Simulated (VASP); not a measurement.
# ZnSe in VASP: single point with AM05

Aim: the single point of ZnSe with AM05.

Everything below comes from runs of VASP 6.6.1. Logs are shortened: lines on timing, memory, paths and dates and some standing lists are left out, and cuts for length are marked.

**1. The cell of the first run**

The cell holds a sheet with vacuum, 4 atoms: a = 4.108 Å, b = 4.108 Å, c = 18.990 Å, α = 90.00°, β = 90.00°, γ = 90.00°.

**2. Single point, AM05**

Contents of POSCAR:

```
ZnSe
1.0
    4.1077020000      0.0000000000      0.0000000000
    0.0000000000     -4.1077020000      0.0000000000
    0.0000000000      0.0000000000    -18.9900115960
Se Zn
2 2
Direct
    0.0000000000      0.0000000000      0.5787259023
    0.5000000000      0.5000000000      0.4212740977
    0.5000000000      0.0000000000      0.5000000000
    0.0000000000      0.5000000000      0.5000000000
```

Contents of INCAR.step1:

```
SYSTEM = ZnSe
  LDIPOL = .TRUE.
  IDIPOL = 3
  DIPOL = 0.5 0.5 0.500
  ISMEAR = 0
  SIGMA = 0.03
  LWAVE = .TRUE.
  LCHARG = .TRUE.
  ISIF = 0
  NELM = 100
  ALGO = Normal
  PREC = Accurate
  LASPH = .TRUE.
  LREAL = .FALSE.
  EDIFF = 1E-5
  GGA_COMPAT = .FALSE.
  ENCUT = 400
  EFERMI = MIDGAP
  NELMDL = -8
  GGA = PE
```

Contents of INCAR.step2:

```
SYSTEM = ZnSe
  GGA = AM
  LDIPOL = .TRUE.
  IDIPOL = 3
  DIPOL = 0.5 0.5 0.500
  ISMEAR = 0
  SIGMA = 0.03
  LWAVE = .FALSE.
  LCHARG = .FALSE.
  ISIF = 0
  NELM = 100
  ALGO = All
  PREC = Accurate
  LASPH = .TRUE.
  LREAL = .FALSE.
  EDIFF = 1E-6
  GGA_COMPAT = .FALSE.
  ENCUT = 400
  EFERMI = MIDGAP
  NELMDL = -8
  ISTART = 1
  ISEARCH = 1
```

Contents of KPOINTS:

```
k-points
0
Gamma
  4 4 1
```

Potentials or basis: VASP PAW PBE potentials, release 64 (Se, Zn).

Launch:

```sh
$ cat potpaw_PBE.64/Se/POTCAR potpaw_PBE.64/Zn/POTCAR > POTCAR
$ cp INCAR.step1 INCAR
$ mpirun -np 1 vasp_std > vasp.out
$ cp INCAR.step2 INCAR
$ mpirun -np 1 vasp_std > vasp.out
```

OUTCAR:

```text
SYSTEM = ZnSe
   GGA = AM
   ISMEAR = 0
   ISIF = 0
   NELM = 100
   PREC = Accurate
   LASPH = .TRUE.
   LREAL = .FALSE.
   EDIFF = 1E-6
   ENCUT = 400
   EFERMI = MIDGAP
   NELMDL = -8
   ISTART = 1

 Found      6 irreducible k-points:

 Following reciprocal coordinates:
            Coordinates               Weight
  0.000000  0.000000  0.000000      1.000000
  0.250000  0.000000  0.000000      4.000000
  0.500000  0.000000  0.000000      2.000000
  0.250000  0.250000  0.000000      4.000000
  0.500000  0.250000  0.000000      4.000000
  0.500000  0.500000  0.000000      1.000000
   k-points           NKPTS =      6   k-points in BZ     NKDIM =      6   number of bands    NBANDS=     22
   number of dos      NEDOS =    301   number of ions     NIONS =      4
   total plane-waves  NPLWV =  98784
   dimension x,y,z NGX =    28 NGY =   28 NGZ =  126
   dimension x,y,z NGXF=    56 NGYF=   56 NGZF=  252
   ions per type =               2   2
   NGX,Y,Z   is equivalent  to a cutoff of  11.33, 11.33, 11.03 a.u.
   NGXF,Y,Z  is equivalent  to a cutoff of  22.66, 22.66, 22.06 a.u.
 SYSTEM =  ZnSe
   PREC   = accura    normal or accurate (medium, high low for compatibility)
   ISTART =      1    job   : 0-new  1-cont  2-samecut
   ICHARG =      0    charge: 1-file 2-atom 10-const
   ISPIN  =      1    spin polarized calculation?
   LNONCOLLINEAR =      F non collinear calculations
   LSORBIT =      F    spin-orbit coupling
   LASPH  =      T    aspherical Exc in radial PAW
   ENCUT  =  400.0 eV  29.40 Ry    5.42 a.u.   6.70  6.70 30.97*2*pi/ulx,y,z
   NELM   =    100;   NELMIN=  2; NELMDL= -8     # of ELM steps
   EDIFF  = 0.1E-05   stopping-criterion for ELM
   LREAL  =      F    real-space projection
   EDIFFG = 0.1E-04   stopping-criterion for IOM
   NSW    =      0    number of steps for IOM
   IBRION =     -1    ionic relax: 0-MD 1-quasi-New 2-CG
   NFREE  =      0    steps in history (QN), initial steepest desc. (CG)
   ISIF   =      0    stress and relaxation
   ISYM   =      2    0-nonsym 1-usesym 2-fastsym
   POTIM  = 0.5000    time-step for ionic-motion
   TEBEG  =    0.0;   TEEND  =   0.0 temperature during run

   SCALEE = 1.0000    scale energy and forces
   PSTRESS=    0.0 pullay stress
   NELECT =      36.0000    total number of electrons
   NUPDOWN=      -1.0000    fix difference up-down
   EMIN   =  10.00;   EMAX   =-10.00  energy-range for DOS
   EFERMI =   0.00;   METHOD = MIDGAP
   ISMEAR =     0;   SIGMA  =   0.03  broadening in eV -4-tet -1-fermi 0-gaus
   EFERMI_NEDOS =   21; number of points for ismear=-14 and -15
   IALGO  =     58    algorithm
   IMIX   =      4    mixing-type and parameters
     AMIX     =   0.40;   BMIX     =  1.00
     AMIX_MAG =   1.60;   BMIX_MAG =  1.00
  volume/ion in A,a.u.               =      80.11       540.58
  Fermi-wavevector in a.u.,A,eV,Ry     =   0.789953  1.492795  8.490388  0.624026
  Thomas-Fermi vector in A             =   1.895198
   LORBIT       =      0    0 simple, 1 ext, 2 COOP (PROOUT), +10 PAW based schemes
   GGA     = AM    functional components
   LHFCALC =     F    Hartree Fock is set to
   AEXX    =    0.0000 exact exchange contribution
   IVDW    =     0    specifies the selected vdW correction
   LEPSILON=     F    determine dielectric tensor
   LRPA    =     F    only Hartree local field effects (RPA)

   CSHIFT  =0.1000    complex shift for real part using Kramers Kronig

   OMEGAMAX=  -1.0    maximum frequency
 non-spin polarized calculation
 Gauss-broadening in eV      SIGMA  =   0.03
  energy-cutoff  :      400.00
  volume of cell :      320.42
 maximum number of plane-waves:      5845
 NGX is ok and might be reduce to    28
   NGX = 13   NGY = 13   NGZ = 61

 number of electron      36.0000002 magnetization

 DIPCOR: dipole corrections for dipol
 direction  3 min pos     1,
 dipolmoment           0.000000      0.000000     -0.000000 electrons x Angstroem
 Tr[quadrupol]      -152.963890

 energy correction for charged system         0.000000 eV

 dipol+quadrupol energy correction           -0.000000 eV

 added-field ion interaction          0.000000 eV  (added to PSCEN)

 Free energy of the ion-electron system (eV)
  ---------------------------------------------------
  ext. energy  EPLUGINS =         0.00000000
  ---------------------------------------------------
  free energy    TOTEN  =       -11.98656625 eV

  energy without entropy =      -11.98656282  energy(sigma->0) =      -11.98656454

 E-fermi :  -3.8092     XC(G=0):  -5.2576

 val. band max:       -3.8890444199   @ k =   0.0000   0.0000   0.0000
 cond. band min:      -3.5224641781   @ k =   0.0000   0.0000   0.0000
 fundamental gap:      0.3665802418
 Fermi energy:        -3.8092316740

 k-point     1 :       0.0000    0.0000    0.0000
  band No.  band energies     occupation
      1     -16.5721      2.00000
      2     -15.7854      2.00000
      3     -10.4829      2.00000
      4     -10.4496      2.00000
      5     -10.4018      2.00000
      6     -10.4018      2.00000
      7     -10.3665      2.00000
      8     -10.0089      2.00000
      9     -10.0089      2.00000
     10      -9.8920      2.00000
     11      -9.8197      2.00000
     12      -9.6063      2.00000
     13      -7.6468      2.00000
     14      -5.8293      2.00000
     15      -5.8293      2.00000
     16      -4.3498      2.00000
     17      -3.8890      1.99983
     18      -3.8890      1.99978
     19      -3.5225      0.00039
     20      -1.7971      0.00000
     21      -1.2084      0.00000
     22      -0.5777      0.00000

 k-point     2 :       0.2500    0.0000    0.0000
  band No.  band energies     occupation
      1     -16.3480      2.00000
      2     -15.7713      2.00000
      3     -10.4360      2.00000
      4     -10.3746      2.00000
      5     -10.3012      2.00000
      6     -10.2996      2.00000
      7     -10.2978      2.00000
      8     -10.0765      2.00000
      9      -9.9357      2.00000
     10      -9.9072      2.00000
     11      -9.8957      2.00000
     12      -9.7861      2.00000
     13      -7.8374      2.00000
     14      -7.4716      2.00000
     15      -5.3837      2.00000
     16      -4.8250      2.00000
     17      -4.3859      2.00000
     18      -3.9908      2.00000
     19      -2.9648      0.00000
     20      -1.1717      0.00000
     21      -0.4753      0.00000
     22      -0.0653      0.00000

 k-point     3 :       0.5000    0.0000    0.0000
  band No.  band energies     occupation
      1     -15.9324      2.00000
      2     -15.9324      2.00000
      3     -10.2624      2.00000
      4     -10.2624      2.00000
      5     -10.1585      2.00000
      6     -10.1585      2.00000
      7     -10.0814      2.00000
      8     -10.0814      2.00000
      9     -10.0517      2.00000
     10     -10.0517      2.00000
     11     -10.0112      2.00000
     12     -10.0112      2.00000
     13      -8.3575      2.00000
     14      -8.3575      2.00000
     15      -4.8815      2.00000
     16      -4.8815      2.00000
     17      -4.5152      2.00000
     18      -4.5152      2.00000
     19      -0.7178      0.00000
     20      -0.7178      0.00000
     21       0.5815      0.00000
     22       1.6836      0.00000

 k-point     4 :       0.2500    0.2500    0.0000
  band No.  band energies     occupation
      1     -16.1502      2.00000
      2     -15.7281      2.00000
      3     -10.5467      2.00000
      4     -10.2700      2.00000
      5     -10.2668      2.00000
      6     -10.2085      2.00000
      7     -10.1428      2.00000
      8     -10.0988      2.00000
      9      -9.9812      2.00000
     10      -9.9373      2.00000
     11      -9.9308      2.00000
     12      -9.8729      2.00000
     13      -7.8747      2.00000
     14      -7.2663      2.00000
     15      -6.6693      2.00000
     16      -5.0663      2.00000
     17      -4.9559      2.00000
     18      -4.5333      2.00000
     19      -2.3864      0.00000
     20       0.2406      0.00000
     21       0.3147      0.00000
     22       0.9109      0.00000

 k-point     5 :       0.5000    0.2500    0.0000
  band No.  band energies     occupation
      1     -15.8100      2.00000
      2     -15.8100      2.00000
      3     -10.4248      2.00000
      4     -10.4248      2.00000
      5     -10.1593      2.00000
      6     -10.1593      2.00000
      7     -10.0990      2.00000
      8     -10.0990      2.00000
      9      -9.9697      2.00000
     10      -9.9697      2.00000
     11      -9.9186      2.00000
     12      -9.9186      2.00000
     13      -8.0706      2.00000
     14      -8.0706      2.00000
     15      -5.8036      2.00000
     16      -5.8036      2.00000
     17      -5.1557      2.00000
     18      -5.1557      2.00000
     19       0.4006      0.00000
     20       0.4022      0.00000
     21       0.7417      0.00000
     22       0.7452      0.00000

 k-point     6 :       0.5000    0.5000    0.0000
  band No.  band energies     occupation
      1     -15.6786      2.00000
      2     -15.6786      2.00000
      3     -10.5436      2.00000
      4     -10.5436      2.00000
      5     -10.1152      2.00000
      6     -10.1152      2.00000
      7     -10.0112      2.00000
      8     -10.0112      2.00000
      9      -9.9943      2.00000
     10      -9.9943      2.00000
     11      -9.9057      2.00000
     12      -9.9057      2.00000
     13      -7.9065      2.00000
     14      -7.9065      2.00000
     15      -6.0124      2.00000
     16      -6.0124      2.00000
     17      -5.9742      2.00000
     18      -5.9742      2.00000
     19       0.2394      0.00000
     20       0.2394      0.00000
     21       0.4190      0.00000
     22       0.4190      0.00000

------------------------ aborting loop because EDIFF is reached ----------------------------------------

 vacuum level on the upper side and lower side of the slab       (xc-potential included)        -6.475        -6.475

 VOLUME and BASIS-vectors are now :
 -----------------------------------------------------------------------------
  energy-cutoff  :      400.00
  volume of cell :      320.42
      direct lattice vectors                 reciprocal lattice vectors
     4.107702000  0.000000000  0.000000000     0.243445118  0.000000000  0.000000000
     0.000000000 -4.107702000  0.000000000     0.000000000 -0.243445118  0.000000000
     0.000000000  0.000000000-18.990011596     0.000000000  0.000000000 -0.052659262

 POSITION                                       TOTAL-FORCE (eV/Angst)
 -----------------------------------------------------------------------------------
      0.00000      0.00000    -10.99001         0.000000     -0.000000      0.409580
      2.05385     -2.05385     -8.00000        -0.000000      0.000000     -0.409580
      2.05385      0.00000     -9.49501         0.000000      0.000000     -0.000000
      0.00000     -2.05385     -9.49501         0.000000     -0.000000     -0.000000
 -----------------------------------------------------------------------------------
    total drift:                                0.000000      0.000000     -0.000000

  FREE ENERGIE OF THE ION-ELECTRON SYSTEM (eV)
  ---------------------------------------------------
  free  energy   TOTEN  =       -11.9865662490 eV

  energy  without entropy=      -11.9865622718  energy(sigma->0) =      -11.98656426

 vacuum level on the upper side and lower side of the slab        -4.354        -4.354
```

Wall time 7.8 min (1 thread of Intel Xeon Platinum 8259CL at 2.50GHz (Skylake/Cascade Lake), shared host); peak memory 0.32 GiB.

Results:

| Property | Result |
| --- | --- |
| Free energy | -11.9866 eV |
| Largest force | 0.410 eV/Å |
| Band gap on the k mesh | 0.37 eV |

Forces in eV/Å, atoms in the order of the input:
```
Se   0.000  0.000  0.410
Se   0.000  0.000 -0.410
Zn   0.000  0.000  0.000
Zn   0.000  0.000  0.000
```

Caveat: the PAW data sets were made with another functional, which shifts forces and pressure a little.
